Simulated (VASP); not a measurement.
# PbO (P6_3/mmc) in VASP: notebook

The runs below take PbO through single point, with PBE.

All numbers are computed with VASP 6.6.1; they aren't measurements. Logs are shortened: lines on timing, memory, paths and dates and some standing lists are left out, and cuts for length are marked.

**1. The cell of the first run**

It takes space group P6_3/mmc (No. 194, hexagonal). The conventional cell has a = 3.537 Å, b = 3.537 Å, c = 6.279 Å, α = 90.00°, β = 90.00°, γ = 120.00°. Pb (site symmetry -6m2) has 6 O at 2.58 Å within 3.4 Å. O (site symmetry -3m) has 6 Pb at 2.58 Å and 2 O at 3.14 Å within 3.4 Å.

**2. Single point, PBE (17.01 Å³/atom)**

Input file INCAR:

```
ALGO     = Normal         # electronic algorithm
EDIFF    = 1E-7           # SCF threshold, eV
ENCUT    = 520            # plane-wave cutoff, eV
GGA      = PE             # functional
ISIF     = 2              # what is computed and relaxed
ISMEAR   = 0              # smearing method
LASPH    = True           # aspherical terms in the spheres
LCHARG   = False          # write CHGCAR
LREAL    = False          # projectors in reciprocal space
LWAVE    = False          # write WAVECAR
NBANDS   = 28             # bands
NELM     = 100            # most SCF steps
PREC     = Accurate       # precision mode
SIGMA    = 0.05           # smearing width, eV
```

Input file KPOINTS:

```
k-points
0
Gamma
  10 10 6
```

Input file POSCAR:

```
PbO
1.0
    3.5374836354      0.0000000000      0.0000000000
   -1.7687418177      3.0635506937      0.0000000000
    0.0000000000      0.0000000000      6.2791027640
Pb O
2 2
Direct
    0.3333333333      0.6666666667      0.2500000000
    0.6666666667      0.3333333333      0.7500000000
    0.0000000000      0.0000000000      0.0000000000
    0.0000000000      0.0000000000      0.5000000000
```

Potentials or basis: VASP PAW PBE potentials, release 64 (Pb_d, O).

Started as:

```sh
$ cat potpaw_PBE.64/Pb_d/POTCAR potpaw_PBE.64/O/POTCAR > POTCAR
$ mpirun -np 1 vasp_std > vasp.out
```

OUTCAR:

```text
EDIFF = 1E-7
   ENCUT = 520
   GGA = PE
   ISIF = 2
   ISMEAR = 0
   LASPH = True
   LREAL = False
   NELM = 100
   PREC = Accurate

 ion  position               nearest neighbor table
   1  0.333  0.667  0.250-   3 2.58   4 2.58   3 2.58   4 2.58   3 2.58   4 2.58   2 3.75   2 3.75
                             2 3.75   2 3.75   2 3.75   2 3.75
   2  0.667  0.333  0.750-   3 2.58   4 2.58   3 2.58   4 2.58   3 2.58   4 2.58   1 3.75   1 3.75
                             1 3.75   1 3.75   1 3.75   1 3.75
   3  0.000  0.000  0.000-   1 2.58   2 2.58   1 2.58   2 2.58   2 2.58   1 2.58
   4  0.000  0.000  0.500-   1 2.58   2 2.58   1 2.58   2 2.58   2 2.58   1 2.58

  LATTYP: Found a hexagonal cell.
 ALAT       =     3.5374836354
 C/A-ratio  =     1.7750195934

  Lattice vectors:

 A1 = (   3.5374836354,   0.0000000000,   0.0000000000)
 A2 = (  -1.7687418177,   3.0635506937,   0.0000000000)
 A3 = (   0.0000000000,   0.0000000000,   6.2791027640)

Analysis of symmetry for initial positions (statically):
=====================================================================
 Subroutine PRICEL returns:
 Original cell was already a primitive cell.

 Routine SETGRP: Setting up the symmetry group for a
 hexagonal supercell.

 Subroutine GETGRP returns: Found 24 space group operations
 (whereof 12 operations were pure point group operations)
 out of a pool of 24 trial point group operations.

The static configuration has the point symmetry D_3d.
 The point group associated with its full space group is D_6h.

Analysis of symmetry for dynamics (positions and initial velocities):
=====================================================================
 Subroutine PRICEL returns:
 Original cell was already a primitive cell.

 Routine SETGRP: Setting up the symmetry group for a
 hexagonal supercell.

 Subroutine GETGRP returns: Found 24 space group operations
 (whereof 12 operations were pure point group operations)
 out of a pool of 24 trial point group operations.

The dynamic configuration has the point symmetry D_3d.
 The point group associated with its full space group is D_6h.

 Subroutine INISYM returns: Found 24 space group operations
 (whereof 12 operations are pure point group operations),
 and found     1 'primitive' translations

----------------------------------------------------------------------------------------

                                     Primitive cell

  volume of cell :      68.0483

  direct lattice vectors                    reciprocal lattice vectors
     3.537483635  0.000000000  0.000000000     0.282686820  0.163209312  0.000000000
    -1.768741818  3.063550694  0.000000000     0.000000000  0.326418623  0.000000000
     0.000000000  0.000000000  6.279102764     0.000000000  0.000000000  0.159258422

  length of vectors
     3.537483635  3.537483635  6.279102764     0.326418623  0.326418623  0.159258422

  position of ions in fractional coordinates (direct lattice)
     0.333333333  0.666666667  0.250000000
     0.666666667  0.333333333  0.750000000
     0.000000000  0.000000000  0.000000000
     0.000000000  0.000000000  0.500000000

  ion indices of the primitive-cell ions
   primitive index   ion index
                 1           1
                 2           2
                 3           3
                 4           4

----------------------------------------------------------------------------------------

 KPOINTS: k-points

Automatic generation of k-mesh.
 Grid dimensions read from file:
 generate k-points for:   10   10    6

 Generating k-lattice:

  Cartesian coordinates                     Fractional coordinates (reciprocal lattice)
     0.028268682  0.016320931  0.000000000     0.100000000  0.000000000  0.000000000
     0.000000000  0.032641862  0.000000000     0.000000000  0.100000000  0.000000000
     0.000000000  0.000000000  0.026543070     0.000000000  0.000000000  0.166666667

  Length of vectors
     0.032641862  0.032641862  0.026543070

  Shift w.r.t. Gamma in fractional coordinates (k-lattice)
     0.000000000  0.000000000  0.000000000

 Subroutine IBZKPT returns following result:
 ===========================================

 Found     56 irreducible k-points:

 Following reciprocal coordinates:
            Coordinates               Weight
  0.000000  0.000000  0.000000      1.000000
  0.100000  0.000000  0.000000      6.000000
  0.200000  0.000000  0.000000      6.000000
  0.300000 -0.000000  0.000000      6.000000
  0.400000  0.000000  0.000000      6.000000
  0.500000 -0.000000  0.000000      3.000000
[... 16 lines left out ...]
  0.300000  0.100000  0.166667     24.000000
  0.400000  0.100000  0.166667     24.000000
 [... further k-points ...]
   k-points           NKPTS =     56   k-points in BZ     NKDIM =     56   number of bands    NBANDS=     28
   number of dos      NEDOS =    301   number of ions     NIONS =      4
   total plane-waves  NPLWV =  37632
   dimension x,y,z NGX =    28 NGY =   28 NGZ =   48
   dimension x,y,z NGXF=    56 NGYF=   56 NGZF=   96
   ions per type =               2   2
   NGX,Y,Z   is equivalent  to a cutoff of  13.16, 13.16, 12.71 a.u.
   NGXF,Y,Z  is equivalent  to a cutoff of  26.32, 26.32, 25.42 a.u.
 SYSTEM =  unknown system
   PREC   = accura    normal or accurate (medium, high low for compatibility)
   ISTART =      0    job   : 0-new  1-cont  2-samecut
   ICHARG =      2    charge: 1-file 2-atom 10-const
   ISPIN  =      1    spin polarized calculation?
   LNONCOLLINEAR =      F non collinear calculations
   LSORBIT =      F    spin-orbit coupling
   LASPH  =      T    aspherical Exc in radial PAW
   ENCUT  =  520.0 eV  38.22 Ry    6.18 a.u.   6.58  6.58 11.67*2*pi/ulx,y,z
   NELM   =    100;   NELMIN=  2; NELMDL= -5     # of ELM steps
   EDIFF  = 0.1E-06   stopping-criterion for ELM
   LREAL  =      F    real-space projection
   EDIFFG = 0.1E-05   stopping-criterion for IOM
   NSW    =      0    number of steps for IOM
   IBRION =     -1    ionic relax: 0-MD 1-quasi-New 2-CG
   NFREE  =      0    steps in history (QN), initial steepest desc. (CG)
   ISIF   =      2    stress and relaxation
   ISYM   =      2    0-nonsym 1-usesym 2-fastsym
   POTIM  = 0.5000    time-step for ionic-motion
   TEBEG  =    0.0;   TEEND  =   0.0 temperature during run
   PSTRESS=    0.0 pullay stress
   NELECT =      40.0000    total number of electrons
   NUPDOWN=      -1.0000    fix difference up-down
   EMIN   =  10.00;   EMAX   =-10.00  energy-range for DOS
   EFERMI =   0.00;   METHOD = LEGACY
   ISMEAR =     0;   SIGMA  =   0.05  broadening in eV -4-tet -1-fermi 0-gaus
   EFERMI_NEDOS =   21; number of points for ismear=-14 and -15
   IALGO  =     38    algorithm
   IMIX   =      4    mixing-type and parameters
     AMIX     =   0.40;   BMIX     =  1.00
     AMIX_MAG =   1.60;   BMIX_MAG =  1.00
  volume/ion in A,a.u.               =      17.01       114.80
  Fermi-wavevector in a.u.,A,eV,Ry     =   1.371374  2.591520 25.588009  1.880666
  Thomas-Fermi vector in A             =   2.497076
   LORBIT       =      0    0 simple, 1 ext, 2 COOP (PROOUT), +10 PAW based schemes
   GGA     = PE    functional components
   LHFCALC =     F    Hartree Fock is set to
   AEXX    =    0.0000 exact exchange contribution
   IVDW    =     0    specifies the selected vdW correction
   LEPSILON=     F    determine dielectric tensor
   LRPA    =     F    only Hartree local field effects (RPA)
 non-spin polarized calculation
 Gauss-broadening in eV      SIGMA  =   0.05
  energy-cutoff  :      520.00
  volume of cell :       68.05
 maximum number of plane-waves:      1865
 NGX is ok and might be reduce to    28
   NGX = 13   NGY = 13   NGZ = 23

 number of electron      40.0000005 magnetization

 Free energy of the ion-electron system (eV)
  ---------------------------------------------------
  ext. energy  EPLUGINS =         0.00000000
  ---------------------------------------------------
  free energy    TOTEN  =       -20.51607818 eV

  energy without entropy =      -20.51548241  energy(sigma->0) =      -20.51578029

 E-fermi :   7.2228     XC(G=0): -10.8965

 val. band max:        7.2131598626   @ k =   0.5000  -0.0000   0.1667
 cond. band min:       7.2271079784   @ k =   0.5000  -0.0000   0.1667
 fundamental gap:      0.0139481158
 Fermi energy:         7.2228313650

 k-point     1 :       0.0000    0.0000    0.0000
  band No.  band energies     occupation
      1     -10.8753      2.00000
      2     -10.1147      2.00000
      3      -9.4074      2.00000
      4      -9.4074      2.00000
      5      -9.3841      2.00000
      6      -9.3823      2.00000
[... 20 lines left out ...]
     27      16.6467      0.00000
     28      16.6824      0.00000

 k-point     2 :       0.1000    0.0000    0.0000
  band No.  band energies     occupation
      1     -10.8405      2.00000
      2     -10.2040      2.00000
      3      -9.4028      2.00000
      4      -9.3844      2.00000
      5      -9.3827      2.00000
      6      -9.3681      2.00000
[... 20 lines left out ...]
     27      16.6959      0.00000
     28      17.6728      0.00000

 k-point     3 :       0.2000    0.0000    0.0000
  band No.  band energies     occupation
      1     -10.7587      2.00000
      2     -10.3775      2.00000
      3      -9.4060      2.00000
      4      -9.3808      2.00000
      5      -9.3277      2.00000
      6      -9.3239      2.00000
[... 20 lines left out ...]
     27      16.7045      0.00000
     28      18.1771      0.00000

 k-point     4 :       0.3000   -0.0000    0.0000
  band No.  band energies     occupation
      1     -10.6779      2.00000
      2     -10.5345      2.00000
      3      -9.4315      2.00000
      4      -9.3462      2.00000
      5      -9.2949      2.00000
      6      -9.2794      2.00000
[... 578 lines left out ...]
     27      17.0068      0.00000
     28      17.9666      0.00000

 k-point    23 :       0.3000    0.1000    0.1667
  band No.  band energies     occupation
      1     -10.6389      2.00000
      2     -10.6075      2.00000
      3      -9.4247      2.00000
      4      -9.3750      2.00000
      5      -9.3028      2.00000
      6      -9.2700      2.00000
[... 20 lines left out ...]
     27      16.9199      0.00000
     28      17.6778      0.00000

 k-point    24 :       0.4000    0.1000    0.1667
  band No.  band energies     occupation
      1     -10.6664      2.00000
      2     -10.6159      2.00000
      3      -9.4380      2.00000
      4      -9.3800      2.00000
      5      -9.3163      2.00000
      6      -9.2330      2.00000
[... 20 lines left out ...]
     27      16.8718      0.00000
     28      17.6065      0.00000

 [... further k-points ...]

------------------------ aborting loop because EDIFF is reached ----------------------------------------

  FORCE on cell =-STRESS in cart. coord.  units (eV):
  Direction    XX          YY          ZZ          XY          YZ          ZX
  --------------------------------------------------------------------------------------
  -------------------------------------------------------------------------------------
  Total        2.2026520      2.2026520      2.2035008      0.0000000     -0.0000000     -0.0000000
  in kB       51.8608186     51.8608186     51.8808033      0.0000000     -0.0000000     -0.0000000
  external PRESSURE =      51.8674801 kB  Pullay stress =       0.0000000 kB

 VOLUME and BASIS-vectors are now :
 -----------------------------------------------------------------------------
  energy-cutoff  :      520.00
  volume of cell :       68.05
      direct lattice vectors                 reciprocal lattice vectors
     3.537483635  0.000000000  0.000000000     0.282686820  0.163209312  0.000000000
    -1.768741818  3.063550694  0.000000000     0.000000000  0.326418623  0.000000000
     0.000000000  0.000000000  6.279102764     0.000000000  0.000000000  0.159258422

 POSITION                                       TOTAL-FORCE (eV/Angst)
 -----------------------------------------------------------------------------------
     -0.00000      2.04237      1.56978        -0.000000      0.000000      0.000000
      1.76874      1.02118      4.70933         0.000000      0.000000      0.000000
      0.00000      0.00000      0.00000         0.000000      0.000000      0.000000
      0.00000      0.00000      3.13955         0.000000      0.000000      0.000000
 -----------------------------------------------------------------------------------
    total drift:                                0.000000     -0.000000      0.000000

  FREE ENERGIE OF THE ION-ELECTRON SYSTEM (eV)
  ---------------------------------------------------
  free  energy   TOTEN  =       -20.5160781814 eV

  energy  without entropy=      -20.5154824078  energy(sigma->0) =      -20.51578029
```

Run time: 1.9 min. Hardware: 1 thread of Intel Xeon Platinum 8488C (Sapphire Rapids), shared host; peak memory 0.24 GiB.

What came out:

- Free energy: -20.5161 eV
- Pressure: 5.2 GPa
- Band gap on the k mesh: 0.01 eV

Levels at points of the mesh, in eV from the valence-band top:
```tsv
k point	band 17	band 18	band 19	band 20	band 21	band 22	band 23	band 24
(0.00, 0.00, 0.00)	-2.44	-2.11	-2.11	0.00	0.35	5.85	5.85	8.33
(0.50, 0.00, 0.00)	-3.44	-2.18	-1.82	-0.52	0.34	3.39	3.92	5.00
(0.00, 0.00, 0.50)	-2.29	-2.29	-1.98	-1.98	4.00	4.00	7.04	7.04
(0.50, 0.00, 0.50)	-2.86	-2.86	-1.74	-1.74	1.68	1.68	5.76	5.76
```

Caveat: the cell stands under pressure; spin-orbit coupling is left out, which moves the levels of the heavy elements.

**3. Single point, PBE (17.28 Å³/atom)**

This run uses another cell than the first one, of 17.28 Å³/atom.

Input file INCAR:

```
PREC = Accurate ; ENCUT = 520
EDIFF = 1E-6 ; ISMEAR = 0
SIGMA = 0.05 ; LREAL = False
LASPH = True ; NELM = 60
ALGO = Normal ; ISIF = 2
LWAVE = False ; LCHARG = True
GGA = PE ; LELF = True
LVHAR = True ; NBANDS = 28
```

Input file KPOINTS:

```
regular mesh
0
Gamma
  10 10 6
```

Input file POSCAR:

```
PbO
1.0
    3.5605429859      0.0000000000      0.0000000000
   -1.7802714930      3.0835206771      0.0000000000
    0.0000000000      0.0000000000      6.2964162000
Pb O
2 2
Direct
    0.3333333333      0.6666666667      0.2500000000
    0.6666666667      0.3333333333      0.7500000000
    0.0000000000      0.0000000000      0.0000000000
    0.0000000000      0.0000000000      0.5000000000
```

Potentials or basis: VASP PAW PBE potentials, release 64 (Pb_d, O).

Started as:

```sh
$ cat potpaw_PBE.64/Pb_d/POTCAR potpaw_PBE.64/O/POTCAR > POTCAR
$ mpirun -np 1 vasp_std > vasp.out
```

It took 2.3 min on 1 thread of Intel Xeon Platinum 8488C (Sapphire Rapids), shared host; peak memory 0.24 GiB.

Results (log left out):

| Item | Value |
| --- | --- |
| Free energy | -20.5469 eV |
| Pressure | 3.6 GPa |
| Band gap on the k mesh | 0.05 eV |

Levels at points of the mesh, in eV from the valence-band top:
```
           k point  band 18  band 19  band 20  band 21  band 22  band 23
(0.00, 0.00, 0.00)    -2.03    -2.03    -0.01     0.34     5.76     5.76
(0.50, 0.00, 0.00)    -2.11    -1.74    -0.46     0.32     3.39     3.90
(0.00, 0.00, 0.50)    -2.22    -1.92    -1.92     3.96     3.96     6.93
(0.50, 0.00, 0.50)    -2.78    -1.71    -1.71     1.71     1.71     5.70
```

Caveat: the cell stands under pressure; spin-orbit coupling is left out, which moves the levels of the heavy elements.

**4. Single point, PBE (17.64 Å³/atom)**

This run uses another cell than the first one, of 17.64 Å³/atom.

Input file INCAR:

```
PREC = Accurate
ENCUT = 520
EDIFF = 1E-6
ISMEAR = 0
SIGMA = 0.05
LREAL = False
LASPH = True
NELM = 100
ALGO = Normal
ISIF = 2
LWAVE = False
LCHARG = False
GGA = PE
NBANDS = 28
```

Input file KPOINTS:

```
Automatic mesh
0
Gamma
  10 10 6
```

Input file POSCAR:

```
PbO
1.0
    3.5899603640      0.0000000000      0.0000000000
   -1.7949801820      3.1089968738      0.0000000000
    0.0000000000      0.0000000000      6.3226833121
Pb O
2 2
Direct
    0.3333333333      0.6666666667      0.2500000000
    0.6666666667      0.3333333333      0.7500000000
    0.0000000000      0.0000000000      0.0000000000
    0.0000000000      0.0000000000      0.5000000000
```

Started as:

```sh
$ cat potpaw_PBE.64/Pb_d/POTCAR potpaw_PBE.64/O/POTCAR > POTCAR
$ mpirun -np 1 vasp_std > vasp.out
```

Wall time 2.1 min (1 thread of Intel Xeon Platinum 8488C (Sapphire Rapids), shared host); peak memory 0.24 GiB.

The run converged. Its results:

* Free energy: -20.5723 eV
* Pressure: 1.7 GPa
* Band gap on the k mesh: 0.12 eV (least direct gap 0.13 eV)

Levels at points of the mesh, in eV from the valence-band top:
```tsv
k point	band 16	band 17	band 18	band 19	band 20	band 21	band 22	band 23	band 24	band 25
(0.00, 0.00, 0.00)	-2.27	-2.27	-1.93	-1.93	0.00	0.36	5.66	5.66	8.11	8.45
(0.50, 0.00, 0.00)	-4.28	-3.22	-2.01	-1.62	-0.38	0.31	3.41	3.88	4.93	5.61
(0.00, 0.00, 0.50)	-2.11	-2.11	-2.11	-1.83	-1.83	3.91	3.91	6.81	6.81	6.81
(0.50, 0.00, 0.50)	-3.88	-2.66	-2.66	-1.66	-1.66	1.75	1.75	5.64	5.64	5.77
```

Caveat: spin-orbit coupling is left out, which moves the levels of the heavy elements. A k mesh can miss the band edges.

**5. Overview**

```tsv
cell	gap on the mesh (eV)	pressure (GPa)
a = 3.537, b = 3.537, c = 6.279 Å, angles 90.0, 90.0, 120.0°, 4 atoms	0.01	5.2
a = 3.561, b = 3.561, c = 6.296 Å, angles 90.0, 90.0, 120.0°, 4 atoms	0.05	3.6
a = 3.590, b = 3.590, c = 6.323 Å, angles 90.0, 90.0, 120.0°, 4 atoms	0.12	1.7
```

Alike in all rows: task single point; level PBE; potentials or basis VASP PAW PBE potentials, release 64 (Pb_d, O); no spin polarisation; k mesh 10 × 10 × 6; cutoff (eV) 520; smearing gaussian 0.05 eV.

Caveats: spin-orbit coupling is left out, which moves the levels of the heavy elements; the cell stands under pressure (at least some runs).

Total energies depend on the potentials used, so only differences within one code and one set of settings carry meaning.
